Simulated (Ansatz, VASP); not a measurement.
## One calculation of BN, two programs

The input INCAR:

```
PREC = Accurate ; ENCUT = 600
EDIFF = 1E-6 ; ISMEAR = 0
SIGMA = 0.02 ; LREAL = False
LASPH = True ; NELM = 120
ALGO = Normal ; ISIF = 2
LWAVE = False ; LCHARG = True
LELF = True ; LVHAR = True
NBANDS = 16 ; GGA_COMPAT = False
```

File KPOINTS:

```
Automatic mesh
0
Gamma
  12 12 6
```

POSCAR

```
BN
1.0
    2.5231941744      0.0000000000      0.0000000000
   -1.2615970872      2.1851502537      0.0000000000
    0.0000000000      0.0000000000      4.1751300963
B N
2 2
Direct
    0.3333333333      0.6666666667     -0.0001978498
    0.6666666667      0.3333333333      0.4998021502
    0.3333333333      0.6666666667      0.3741978498
    0.6666666667      0.3333333333      0.8741978498
```

Input for Ansatz:

```yaml
crystal:
  lattice:
    - [2.5231941744, 0.0, 0.0]
    - [-1.2615970872, 2.1851502537, 0.0]
    - [0.0, 0.0, 4.1751300963]
  atoms:
    - { symbol: B, position: [0.3333333333, 0.6666666667, -0.0001978498] }
    - { symbol: B, position: [0.6666666667, 0.3333333333, 0.4998021502] }
    - { symbol: "N", position: [0.3333333333, 0.6666666667, 0.3741978498] }
    - { symbol: "N", position: [0.6666666667, 0.3333333333, 0.8741978498] }
basis:
  ecutwfc: 420
kpoints:
  mp_grid: { grid: [12, 12, 6] }
  band_path:
    path:
      - [[0.0, 0.0, 0.0], [0.5, 0.0, 0.0], [0.33333333, 0.33333333, 0.0], [0.0, 0.0, 0.0], [0.0, 0.0, 0.5], [0.5, 0.0, 0.5], [0.33333333, 0.33333333, 0.5], [0.0, 0.0, 0.5]]
      - [[0.5, 0.0, 0.5], [0.5, 0.0, 0.0]]
      - [[0.33333333, 0.33333333, 0.5], [0.33333333, 0.33333333, 0.0]]
    npoints: 10
hamiltonian:
  xc: lda
scf:
  occupations: { method: gaussian, width: 0.02 }
  n_extra_bands: 8
output:
  forces: true
  stress: true
  eigenvalues: true
```

Alike in both runs: task single point; functional LDA; k mesh 12 × 12 × 6; occupations gaussian, width 0.02 eV; no spin polarisation.

|  | VASP | Ansatz |
| --- | --- | --- |
| version | VASP 6.6.1 | Ansatz 0.2.0 |
| potentials or method | VASP PAW LDA potentials, release 64 (B, N), cutoff 600 eV | scalar-relativistic, plane waves, PAW |
| valence electrons in the cell | 16 | 16 |

```csv
,VASP,Ansatz,Ansatz less VASP
gap on the k mesh at the Fermi level (eV),4.90,4.93,+0.026
least direct gap on the mesh (eV),8.28,8.29,+0.011
pressure (GPa),0.7,0.0,-0.72
```

LDA's correlation is that of Perdew and Zunger in VASP and of Perdew and Wang (1992) in Ansatz.
